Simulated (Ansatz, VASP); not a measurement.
C in VASP and in Ansatz

```
C
1.0
     2.46565    0.00000    0.00000
    -1.23283    2.13532    0.00000
     0.00000    0.00000   17.50007
C
4
Direct
  0.66667 0.33333 0.25714
  0.33333 0.66667 0.25714
  0.66667 0.33333 0.51486
  0.00000 0.00000 0.51486
```

Alike in both runs: task single point; functional PBE; dispersion D3(BJ); k mesh 15 × 15 × 1; occupations gaussian, width 0.1 eV; no spin polarisation.

|  | VASP | Ansatz |
| --- | --- | --- |
| version | VASP 6.6.1 | Ansatz 0.2.0 |
| potentials or method | VASP PAW PBE potentials, release 64 (C), cutoff 520 eV | scalar-relativistic, plane waves, PAW |
| valence electrons in the cell | 16 | 16 |

```csv
,VASP,Ansatz,Ansatz less VASP
gap on the k mesh at the Fermi level (eV),none,none,-
rms of the force components (eV/Å),0.012,0.012,0.0000
```

Atom by atom the forces differ by 0.000 eV/Å (rms over components). A gap of «none» marks a metal or a gap that the smearing closes.
